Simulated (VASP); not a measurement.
# InPd (Pm-3m) in VASP: single point with LDA

Aim: the single point of InPd with LDA.

Everything below comes from runs of VASP 6.6.1. Logs are shortened: lines on timing, memory, paths and dates and some standing lists are left out, and cuts for length are marked.

## (1) The cell of the first run

The structure is cubic, space group Pm-3m (No. 221). Conventional cell: a = 3.272 Å, b = 3.272 Å, c = 3.272 Å, α = 90.00°, β = 90.00°, γ = 90.00°. In (site symmetry m-3m) has 8 Pd at 2.83 Å and 6 In at 3.27 Å within 3.7 Å. Pd (site symmetry m-3m) has 8 In at 2.83 Å and 6 Pd at 3.27 Å within 3.7 Å.

## (2) Single point, LDA

Contents of INCAR:

```
SYSTEM = InPd
ALGO = Normal
EDIFF = 1E-6
ENCUT = 500
GGA_COMPAT = .FALSE.
ISIF = 2
ISMEAR = -1
LASPH = .TRUE.
LCHARG = .FALSE.
LREAL = .FALSE.
LWAVE = .FALSE.
NBANDS = 18
NELM = 120
PREC = Accurate
SIGMA = 0.15
```

Contents of KPOINTS:

```
Automatic mesh
0
Gamma
  6 6 6
  0.5 0.5 0.5
```

Contents of POSCAR:

```
InPd
1.0
    3.2718850000      0.0000000000      0.0000000000
    0.0000000000      3.2718850000      0.0000000000
    0.0000000000      0.0000000000      3.2718850000
In Pd
1 1
Direct
    0.0000000000      0.0000000000      0.0000000000
    0.5000000000      0.5000000000      0.5000000000
```

Potentials or basis: VASP PAW LDA potentials, release 64 (In_d, Pd).

Launch:

```bash
cat potpaw_LDA.64/In_d/POTCAR potpaw_LDA.64/Pd/POTCAR > POTCAR
mpirun -np 1 vasp_std > vasp.out
```

OUTCAR:

```text
SYSTEM = InPd
   EDIFF = 1E-6
   ENCUT = 500
   ISIF = 2
   ISMEAR = -1
   LASPH = .TRUE.
   LREAL = .FALSE.
   NELM = 120
   PREC = Accurate

 ion  position               nearest neighbor table
   1  0.000  0.000  0.000-   2 2.83   2 2.83   2 2.83   2 2.83   2 2.83   2 2.83   2 2.83   2 2.83

   2  0.500  0.500  0.500-   1 2.83   1 2.83   1 2.83   1 2.83   1 2.83   1 2.83   1 2.83   1 2.83

  LATTYP: Found a simple cubic cell.
 ALAT       =     3.2718850000

  Lattice vectors:

 A1 = (   3.2718850000,   0.0000000000,   0.0000000000)
 A2 = (   0.0000000000,   3.2718850000,   0.0000000000)
 A3 = (   0.0000000000,   0.0000000000,   3.2718850000)

Analysis of symmetry for initial positions (statically):
=====================================================================
 Subroutine PRICEL returns:
 Original cell was already a primitive cell.

 Routine SETGRP: Setting up the symmetry group for a
 simple cubic supercell.

 Subroutine GETGRP returns: Found 48 space group operations
 (whereof 48 operations were pure point group operations)
 out of a pool of 48 trial point group operations.

The static configuration has the point symmetry O_h .

Analysis of symmetry for dynamics (positions and initial velocities):
=====================================================================
 Subroutine PRICEL returns:
 Original cell was already a primitive cell.

 Routine SETGRP: Setting up the symmetry group for a
 simple cubic supercell.

 Subroutine GETGRP returns: Found 48 space group operations
 (whereof 48 operations were pure point group operations)
 out of a pool of 48 trial point group operations.

The dynamic configuration has the point symmetry O_h .

 Subroutine INISYM returns: Found 48 space group operations
 (whereof 48 operations are pure point group operations),
 and found     1 'primitive' translations

----------------------------------------------------------------------------------------

                                     Primitive cell

  volume of cell :      35.0263

  direct lattice vectors                    reciprocal lattice vectors
     3.271885000  0.000000000  0.000000000     0.305634214  0.000000000  0.000000000
     0.000000000  3.271885000  0.000000000     0.000000000  0.305634214  0.000000000
     0.000000000  0.000000000  3.271885000     0.000000000  0.000000000  0.305634214

  length of vectors
     3.271885000  3.271885000  3.271885000     0.305634214  0.305634214  0.305634214

  position of ions in fractional coordinates (direct lattice)
     0.000000000  0.000000000  0.000000000
     0.500000000  0.500000000  0.500000000

  ion indices of the primitive-cell ions
   primitive index   ion index
                 1           1
                 2           2

----------------------------------------------------------------------------------------

 KPOINTS: Automatic mesh

Automatic generation of k-mesh.
 Grid dimensions read from file:
 generate k-points for:    6    6    6

 Generating k-lattice:

  Cartesian coordinates                     Fractional coordinates (reciprocal lattice)
     0.050939036  0.000000000  0.000000000     0.166666667  0.000000000  0.000000000
     0.000000000  0.050939036  0.000000000     0.000000000  0.166666667  0.000000000
     0.000000000  0.000000000  0.050939036     0.000000000  0.000000000  0.166666667

  Length of vectors
     0.050939036  0.050939036  0.050939036

  Shift w.r.t. Gamma in fractional coordinates (k-lattice)
     0.500000000  0.500000000  0.500000000

 Subroutine IBZKPT returns following result:
 ===========================================

 Found     10 irreducible k-points:

 Following reciprocal coordinates:
            Coordinates               Weight
  0.083333  0.083333  0.083333      8.000000
  0.250000  0.083333  0.083333     24.000000
  0.416667  0.083333  0.083333     24.000000
  0.250000  0.250000  0.083333     24.000000
  0.416667  0.250000  0.083333     48.000000
  0.416667  0.416667  0.083333     24.000000
  0.250000  0.250000  0.250000      8.000000
  0.416667  0.250000  0.250000     24.000000
  0.416667  0.416667  0.250000     24.000000
  0.416667  0.416667  0.416667      8.000000
   k-points           NKPTS =     10   k-points in BZ     NKDIM =     10   number of bands    NBANDS=     18
   number of dos      NEDOS =    301   number of ions     NIONS =      2
   total plane-waves  NPLWV =  13824
   dimension x,y,z NGX =    24 NGY =   24 NGZ =   24
   dimension x,y,z NGXF=    48 NGYF=   48 NGZF=   48
   ions per type =               1   1
   NGX,Y,Z   is equivalent  to a cutoff of  12.19, 12.19, 12.19 a.u.
   NGXF,Y,Z  is equivalent  to a cutoff of  24.39, 24.39, 24.39 a.u.
 SYSTEM =  InPd
   PREC   = accura    normal or accurate (medium, high low for compatibility)
   ISTART =      0    job   : 0-new  1-cont  2-samecut
   ICHARG =      2    charge: 1-file 2-atom 10-const
   ISPIN  =      1    spin polarized calculation?
   LNONCOLLINEAR =      F non collinear calculations
   LSORBIT =      F    spin-orbit coupling
   LASPH  =      T    aspherical Exc in radial PAW
   ENCUT  =  500.0 eV  36.75 Ry    6.06 a.u.   5.97  5.97  5.97*2*pi/ulx,y,z
   NELM   =    120;   NELMIN=  2; NELMDL= -5     # of ELM steps
   EDIFF  = 0.1E-05   stopping-criterion for ELM
   LREAL  =      F    real-space projection
   EDIFFG = 0.1E-04   stopping-criterion for IOM
   NSW    =      0    number of steps for IOM
   IBRION =     -1    ionic relax: 0-MD 1-quasi-New 2-CG
   NFREE  =      0    steps in history (QN), initial steepest desc. (CG)
   ISIF   =      2    stress and relaxation
   ISYM   =      2    0-nonsym 1-usesym 2-fastsym
   POTIM  = 0.5000    time-step for ionic-motion
   TEBEG  =    0.0;   TEEND  =   0.0 temperature during run
   PSTRESS=    0.0 pullay stress
   NELECT =      23.0000    total number of electrons
   NUPDOWN=      -1.0000    fix difference up-down
   EMIN   =  10.00;   EMAX   =-10.00  energy-range for DOS
   EFERMI =   0.00;   METHOD = LEGACY
   ISMEAR =    -1;   SIGMA  =   0.15  broadening in eV -4-tet -1-fermi 0-gaus
   EFERMI_NEDOS =   21; number of points for ismear=-14 and -15
   IALGO  =     38    algorithm
   IMIX   =      4    mixing-type and parameters
     AMIX     =   0.40;   BMIX     =  1.00
     AMIX_MAG =   1.60;   BMIX_MAG =  1.00
  volume/ion in A,a.u.               =      17.51       118.18
  Fermi-wavevector in a.u.,A,eV,Ry     =   1.422938  2.688964 27.548444  2.024753
  Thomas-Fermi vector in A             =   2.543589
   LORBIT       =      0    0 simple, 1 ext, 2 COOP (PROOUT), +10 PAW based schemes
   GGA     = CA    functional components
   LHFCALC =     F    Hartree Fock is set to
   AEXX    =    0.0000 exact exchange contribution
   IVDW    =     0    specifies the selected vdW correction
   LEPSILON=     F    determine dielectric tensor
   LRPA    =     F    only Hartree local field effects (RPA)
 non-spin polarized calculation
  energy-cutoff  :      500.00
  volume of cell :       35.03
 maximum number of plane-waves:       904
 NGX is ok and might be reduce to    24
   NGX = 11   NGY = 11   NGZ = 11

 number of electron      22.9999997 magnetization

 Free energy of the ion-electron system (eV)
  ---------------------------------------------------
  ext. energy  EPLUGINS =         0.00000000
  ---------------------------------------------------
  free energy    TOTEN  =       -10.82053847 eV

  energy without entropy =      -10.78311713  energy(sigma->0) =      -10.80182780

 E-fermi :  10.3230     XC(G=0): -12.5371

 val. band max:       10.3150430836   @ k =   0.4167   0.4167   0.4167
 cond. band min:      10.9538599934   @ k =   0.4167   0.4167   0.2500
 fundamental gap:      0.6388169099
 Fermi energy:        10.3230226332

 k-point     1 :       0.0833    0.0833    0.0833
  band No.  band energies     occupation
      1      -4.5955      2.00000
      2      -4.5955      2.00000
      3      -4.2416      2.00000
      4      -4.2416      2.00000
      5      -4.2322      2.00000
      6       0.4469      2.00000
[... 10 lines left out ...]
     17      21.5743      0.00000
     18      25.6247      0.00000

 k-point     2 :       0.2500    0.0833    0.0833
  band No.  band energies     occupation
      1      -4.5722      2.00000
      2      -4.4399      2.00000
      3      -4.2951      2.00000
      4      -4.2899      2.00000
      5      -4.2266      2.00000
      6       1.3100      2.00000
[... 10 lines left out ...]
     17      23.3165      0.00000
     18      23.7101      0.00000

 k-point     3 :       0.4167    0.0833    0.0833
  band No.  band energies     occupation
      1      -4.5486      2.00000
      2      -4.3512      2.00000
      3      -4.3377      2.00000
      4      -4.2858      2.00000
      5      -4.2170      2.00000
      6       2.9282      2.00000
[... 10 lines left out ...]
     17      22.2945      0.00000
     18      22.3289      0.00000

 k-point     4 :       0.2500    0.2500    0.0833
  band No.  band energies     occupation
      1      -4.4966      2.00000
      2      -4.3733      2.00000
      3      -4.3396      2.00000
      4      -4.3036      2.00000
      5      -4.2786      2.00000
      6       2.0959      2.00000
[... 10 lines left out ...]
     17      23.1973      0.00000
     18      23.7332      0.00000

 k-point     5 :       0.4167    0.2500    0.0833
  band No.  band energies     occupation
      1      -4.4669      2.00000
      2      -4.4520      2.00000
      3      -4.3530      2.00000
      4      -4.2908      2.00000
      5      -4.1933      2.00000
      6       3.4168      2.00000
[... 10 lines left out ...]
     17      22.0912      0.00000
     18      23.8459      0.00000

 k-point     6 :       0.4167    0.4167    0.0833
  band No.  band energies     occupation
      1      -4.5530      2.00000
      2      -4.4252      2.00000
      3      -4.3670      2.00000
      4      -4.3604      2.00000
      5      -4.0591      2.00000
      6       3.9575      2.00000
[... 10 lines left out ...]
     17      21.3663      0.00000
     18      23.2429      0.00000

 k-point     7 :       0.2500    0.2500    0.2500
  band No.  band energies     occupation
      1      -4.3796      2.00000
      2      -4.3618      2.00000
      3      -4.3618      2.00000
      4      -4.3259      2.00000
      5      -4.3259      2.00000
      6       2.7583      2.00000
[... 10 lines left out ...]
     17      20.4611      0.00000
     18      25.9722      0.00000

 k-point     8 :       0.4167    0.2500    0.2500
  band No.  band energies     occupation
      1      -4.4631      2.00000
      2      -4.4142      2.00000
      3      -4.3598      2.00000
      4      -4.3172      2.00000
      5      -4.1603      2.00000
      6       3.8241      2.00000
[... 10 lines left out ...]
     17      21.1893      0.00000
     18      23.9026      0.00000

 k-point     9 :       0.4167    0.4167    0.2500
  band No.  band energies     occupation
      1      -4.5230      2.00000
      2      -4.4254      2.00000
      3      -4.4254      2.00000
      4      -4.2397      2.00000
      5      -4.0550      2.00000
      6       4.3771      2.00000
[... 10 lines left out ...]
     17      18.8884      0.00000
     18      21.2893      0.00000

 k-point    10 :       0.4167    0.4167    0.4167
  band No.  band energies     occupation
      1      -4.5002      2.00000
      2      -4.4828      2.00000
      3      -4.4828      2.00000
      4      -4.0510      2.00000
      5      -4.0510      2.00000
      6       4.9731      2.00000
[... 10 lines left out ...]
     17      15.9924      0.00000
     18      18.3877      0.00000

------------------------ aborting loop because EDIFF is reached ----------------------------------------

  FORCE on cell =-STRESS in cart. coord.  units (eV):
  Direction    XX          YY          ZZ          XY          YZ          ZX
  --------------------------------------------------------------------------------------
  -------------------------------------------------------------------------------------
  Total       -1.3727102     -1.3727102     -1.3727102     -0.0000000      0.0000000      0.0000000
  in kB      -62.7907020    -62.7907020    -62.7907020     -0.0000000      0.0000000      0.0000000
  external PRESSURE =     -62.7907020 kB  Pullay stress =       0.0000000 kB

 VOLUME and BASIS-vectors are now :
 -----------------------------------------------------------------------------
  energy-cutoff  :      500.00
  volume of cell :       35.03
      direct lattice vectors                 reciprocal lattice vectors
     3.271885000  0.000000000  0.000000000     0.305634214  0.000000000  0.000000000
     0.000000000  3.271885000  0.000000000     0.000000000  0.305634214  0.000000000
     0.000000000  0.000000000  3.271885000     0.000000000  0.000000000  0.305634214

 POSITION                                       TOTAL-FORCE (eV/Angst)
 -----------------------------------------------------------------------------------
      0.00000      0.00000      0.00000         0.000000      0.000000      0.000000
      1.63594      1.63594      1.63594         0.000000      0.000000      0.000000
 -----------------------------------------------------------------------------------
    total drift:                                0.000000      0.000000     -0.000000

  FREE ENERGIE OF THE ION-ELECTRON SYSTEM (eV)
  ---------------------------------------------------
  free  energy   TOTEN  =       -10.8205384708 eV

  energy  without entropy=      -10.7831171317  energy(sigma->0) =      -10.80182780
```

Wall time 5.9 s (1 thread of Intel Xeon Platinum 8375C at 2.90GHz (Ice Lake), shared host); peak memory 0.12 GiB.

Results:

```yaml
Free_energy: -10.8205 eV
Pressure: -6.3 GPa
```

Levels at points of the mesh, in eV from the Fermi level:
```csv
k point,band 9,band 10,band 11,band 12,band 13,band 14
"(0.08, 0.08, 0.08)",-2.62,-2.48,-2.48,3.59,3.73,3.73
```

Caveat: spin-orbit coupling is left out, which moves the levels of the heavy elements.
